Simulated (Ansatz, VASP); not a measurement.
**ScBiTe3S: VASP beside Ansatz**

```
Sc Bi Te S
1.0
     6.09604    0.00000    0.00000
    -3.04802    5.27932    0.00000
     0.00000    0.00000    5.14402
Sc Bi Te S
1 1 3 1
Cartesian
  0.0000 3.5195 0.0000
  3.0480 1.7598 0.0000
  1.5236 4.3992 2.5720
  -1.5236 4.3992 2.5720
  0.0000 1.7603 2.5720
  0.0000 0.0000 0.0000
```

Change from the starting cell: species swapped into the LaAlCuNi3 type (P-6m2, No. 187).

Alike in both runs: functional PBE; k mesh 6 × 6 × 8; occupations gaussian, width 0.1 eV; no spin polarisation.

Ansatz relaxed the structure, and its values are those at the end. VASP's run is a single point on that final structure, the one shown.

|  | VASP | Ansatz |
| --- | --- | --- |
| version | VASP 6.6.1 | Ansatz 0.2.0 |
| potentials or method | VASP PAW PBE potentials, release 64 (Sc_sv, Bi_d, Te, S), cutoff 520 eV | scalar-relativistic, plane waves, PAW |
| valence electrons in the cell | 50 | 80 |

Ansatz gave:

- gap on the k mesh at the Fermi level (eV): none
- pressure (GPa): 0.0
- rms of the force components (eV/Å): 0.001

Q: What did VASP give for the same quantities?

A: gap on the k mesh at the Fermi level (eV): none; pressure (GPa): 0.0; rms of the force components (eV/Å): 0.005.

A gap of «none» marks a metal or a gap that the smearing closes. With one functional, cell and mesh, what is left measures potentials, basis and numerics. VASP's potentials hold 50 valence electrons a cell and Ansatz's 80, so a difference there can come from the potentials and not from the codes.

Neither program's run includes spin-orbit coupling.
